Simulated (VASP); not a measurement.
# AlN (F-43m) in VASP: a series of runs, part 2 of 2

VASP 6.6.1. Earlier steps stand in the parts before.

### Step 5. Relaxation of cell and atoms, PBEsol

This run uses another cell than the first one, of 10.42 Å³/atom, 1.119 times its volume.

INCAR reads:

```
SYSTEM = AlN
ALGO = Normal ; EDIFF = 1E-6
EDIFFG = -0.005 ; ENCUT = 600
GGA = PS ; IBRION = 2
ISIF = 3 ; ISMEAR = 0
LASPH = .TRUE. ; LCHARG = .FALSE.
LREAL = .FALSE. ; LWAVE = .FALSE.
NELM = 60 ; NSW = 80
PREC = Accurate ; SIGMA = 0.01
```

KPOINTS reads:

```
k-points
0
G
  8 8 8
  0 0 0
```

POSCAR reads:

```
AlN
1.0
    0.0000000000      2.1839900000      2.1839900000
    2.1839900000      0.0000000000      2.1839900000
    2.1839900000      2.1839900000      0.0000000000
Al N
1 1
Direct
    0.0000000000      0.0000000000      0.0000000000
    0.7500000000      0.7500000000      0.7500000000
```

Potentials or basis: VASP PAW PBE potentials, release 64 (Al, N).

Launch:

```bash
$ cat potpaw_PBE.64/Al/POTCAR potpaw_PBE.64/N/POTCAR > POTCAR
$ mpirun -np 1 vasp_std > vasp.out
```

OUTCAR:

```text
SYSTEM = AlN
   EDIFF = 1E-6
   EDIFFG = -0.005
   ENCUT = 600
   GGA = PS
   IBRION = 2
   ISIF = 3
   ISMEAR = 0
   LASPH = .TRUE.
   LREAL = .FALSE.
   NELM = 60
   NSW = 80
   PREC = Accurate

 ion  position               nearest neighbor table
   1  0.000  0.000  0.000-   2 1.89   2 1.89   2 1.89   2 1.89
   2  0.750  0.750  0.750-   1 1.89   1 1.89   1 1.89   1 1.89

  LATTYP: Found a face centered cubic cell.
 ALAT       =     4.3679800000

  Lattice vectors:

 A1 = (   0.0000000000,   2.1839900000,   2.1839900000)
 A2 = (   2.1839900000,   0.0000000000,   2.1839900000)
 A3 = (   2.1839900000,   2.1839900000,   0.0000000000)

Analysis of symmetry for initial positions (statically):
=====================================================================
 Subroutine PRICEL returns:
 Original cell was already a primitive cell.

 Routine SETGRP: Setting up the symmetry group for a
 face centered cubic supercell.

 Subroutine GETGRP returns: Found 24 space group operations
 (whereof 24 operations were pure point group operations)
 out of a pool of 48 trial point group operations.

The static configuration has the point symmetry T_d .

Analysis of symmetry for dynamics (positions and initial velocities):
=====================================================================
[... 170 lines left out ...]
  external PRESSURE =      12.0707152 kB  Pullay stress =       0.0000000 kB
[... 59 lines left out ...]
--------------------------------------- Ionic step        3  -------------------------------------------

 number of electron       7.9999999 magnetization

 Free energy of the ion-electron system (eV)
  ---------------------------------------------------
  ext. energy  EPLUGINS =         0.00000000
  ---------------------------------------------------
  free energy    TOTEN  =       -15.61270272 eV

  energy without entropy =      -15.61270272  energy(sigma->0) =      -15.61270272

 E-fermi :   5.9413     XC(G=0): -11.1034

 val. band max:        5.8223322660   @ k =   0.0000   0.0000   0.0000
 cond. band min:       9.0067558320   @ k =   0.5000   0.5000   0.0000
 fundamental gap:      3.1844235660
 Fermi energy:         5.9413360343

 k-point     1 :       0.0000    0.0000    0.0000
  band No.  band energies     occupation
      1      -9.1022      2.00000
      2       5.8223      2.00000
      3       5.8223      2.00000
      4       5.8223      2.00000
      5       9.9035      0.00000
      6      18.2335      0.00000
      7      18.2335      0.00000
      8      18.2335      0.00000
[... 243 lines left out ...]
 k-point    24 :      -0.3750    0.2500    0.1250
  band No.  band energies     occupation
      1      -6.7132      2.00000
      2       0.6502      2.00000
      3       3.5836      2.00000
      4       4.6971      2.00000
      5      12.7941      0.00000
      6      14.9260      0.00000
      7      17.8421      0.00000
      8      18.3606      0.00000

 [... further k-points ...]

------------------------ aborting loop because EDIFF is reached ----------------------------------------

  FORCE on cell =-STRESS in cart. coord.  units (eV):
  Direction    XX          YY          ZZ          XY          YZ          ZX
  --------------------------------------------------------------------------------------
  -------------------------------------------------------------------------------------
  Total        0.0004613      0.0004613      0.0004613      0.0000000     -0.0000000      0.0000000
  in kB        0.0352614      0.0352614      0.0352614      0.0000000     -0.0000000      0.0000000
  external PRESSURE =       0.0352614 kB  Pullay stress =       0.0000000 kB
[... 17 lines left out ...]
  FREE ENERGIE OF THE ION-ELECTRON SYSTEM (eV)
  ---------------------------------------------------
  free  energy   TOTEN  =       -15.6127027151 eV

  energy  without entropy=      -15.6127027151  energy(sigma->0) =      -15.61270272

 reached required accuracy - stopping structural energy minimisation
```

Wall time 6.7 s (1 thread of Intel Xeon 6975P-C (Granite Rapids), shared host); peak memory 0.15 GiB.

Results:

- Free energy: -15.6127 eV
- Relaxed volume: 10.48 Å³/atom
- Relaxed cell: a = 3.095 Å, b = 3.095 Å, c = 3.095 Å, α = 60.00°, β = 60.00°, γ = 60.00°
- Space group after relaxing (to 0.05 Å): F-43m (No. 216)
- Energy gained by relaxing: 0.2 meV/atom
- Ionic steps: 3
- Pressure after relaxing: 0.0 GPa
- Band gap on the k mesh: 3.18 eV, indirect (least direct gap 4.08 eV)

Step by step:
```tsv
step	energy change (eV)	largest force (eV/Å)	pressure (GPa)	volume (Å³)
1	0.0000	0.0000	1.21	20.83
2	-0.0001	0.0000	-1.09	21.07
3	-0.0005	0.0000	0.00	20.96
```

Final structure:
```xyz
2
Lattice="0.0000 2.1883 2.1883 2.1883 0.0000 2.1883 2.1883 2.1883 0.0000" Properties=species:S:1:pos:R:3 pbc="T T T"
Al    0.0000    0.0000    0.0000
N     3.2824    3.2824    3.2824
```

Caveat: the PAW data sets were made with another functional, which shifts forces and pressure a little. A k mesh can miss the band edges.

### Step 6. Relaxation of cell and atoms, PBEsol, target pressure 10 GPa, at which the enthalpy is minimised

This run uses another cell than the first one, of 10.42 Å³/atom, 1.119 times its volume.

INCAR reads:

```
ALGO = Normal
EDIFF = 1E-6
EDIFFG = -0.005
ENCUT = 600
GGA = PS
IBRION = 2
ISIF = 3
ISMEAR = 0
LASPH = True
LCHARG = False
LREAL = False
LWAVE = False
NELM = 80
NSW = 80
PREC = Accurate
PSTRESS = 100.0
SIGMA = 0.01
```

KPOINTS reads:

```
k-points
0
Gamma
  8 8 8
```

POSCAR is that of step 5.

Potentials or basis: VASP PAW PBE potentials, release 64 (Al, N).

Launch:

```bash
$ cat potpaw_PBE.64/Al/POTCAR potpaw_PBE.64/N/POTCAR > POTCAR
$ mpirun -np 1 vasp_std > vasp.out
```

Wall time 9.9 s (1 thread of Intel Xeon 6975P-C (Granite Rapids), shared host); peak memory 0.15 GiB.

It converged, with:

```yaml
Free_energy: -15.5848 eV
Relaxed_volume: 10.01 Å³/atom
Relaxed_cell: a = 3.048 Å, b = 3.048 Å, c = 3.048 Å, α = 60.00°, β = 60.00°, γ = 60.00°
Space_group_after_relaxing_to_0.05_Å: F-43m (No. 216)
Energy_change_on_relaxing_the_enthalpy_is_what_falls: +13.7 meV/atom
Ionic_steps: 6
Pressure_after_relaxing: 10.0 GPa
Band_gap_on_the_k_mesh: 3.20 eV, indirect (least direct gap 4.49 eV)
```

Step by step:
```csv
step,energy change (eV),largest force (eV/Å),pressure (GPa),volume (Å³)
1,0.0000,0.0000,1.21,20.83
2,0.1124,0.0000,21.67,19.16
3,0.0271,0.0000,9.91,20.04
4,0.0281,0.0000,10.12,20.02
5,0.0269,0.0000,9.90,20.04
6,0.0274,0.0000,10.00,20.03
```

Final structure:
```yaml
crystal:
  lattice:
    - [0.00000, 2.15549, 2.15549]
    - [2.15549, 0.00000, 2.15549]
    - [2.15549, 2.15549, 0.00000]
  atoms:
    - { symbol: Al, position: [0.00000, 0.00000, 0.00000] }
    - { symbol: N, position: [0.75000, 0.75000, 0.75000] }
```

Levels at points of the mesh, in eV from the valence-band top:
```tsv
k point	band 1	band 2	band 3	band 4	band 5	band 6	band 7	band 8
(0.00, 0.00, 0.00)	-15.19	0.00	0.00	0.00	4.49	12.86	12.86	12.86
(0.50, 0.00, 0.00)	-12.99	-6.08	-0.49	-0.49	7.64	10.04	11.28	11.28
(0.50, 0.50, 0.00)	-12.30	-5.07	-1.83	-1.83	3.20	8.72	14.42	16.12
```

Caveat: the cell is relaxed towards a set pressure, so the enthalpy falls and the energy may rise; the PAW data sets were made with another functional, which shifts forces and pressure a little. A k mesh can miss the band edges.

### Step 7. Overview

```tsv
task	cell	cutoff (eV)	gap on the mesh (eV)	pressure (GPa)
single point	a = 2.975 Å, angles 60.0°, 2 atoms	520	3.23	30.3
single point	a = 2.945 Å, angles 60.0°, 2 atoms	520	3.24	40.4
single point	a = 3.095 Å, angles 60.0°, 2 atoms	520	3.18	0.0
relaxation of cell and atoms	relaxed from a = 3.089 Å, angles 60.0°, 2 atoms	600	3.18	0.0
relaxation of cell and atoms	relaxed to 10 GPa from a = 3.089 Å, angles 60.0°, 2 atoms	600	3.20	10.0
```

Alike in all rows: level PBEsol; potentials or basis VASP PAW PBE potentials, release 64 (Al, N); no spin polarisation; k mesh 8 × 8 × 8; smearing gaussian 0.01 eV.

Caveats: the PAW data sets were made with another functional, which shifts forces and pressure a little; the cell is relaxed towards a set pressure, so the enthalpy falls and the energy may rise (some runs).

Absolute energies hang on the potentials; compare differences alone.
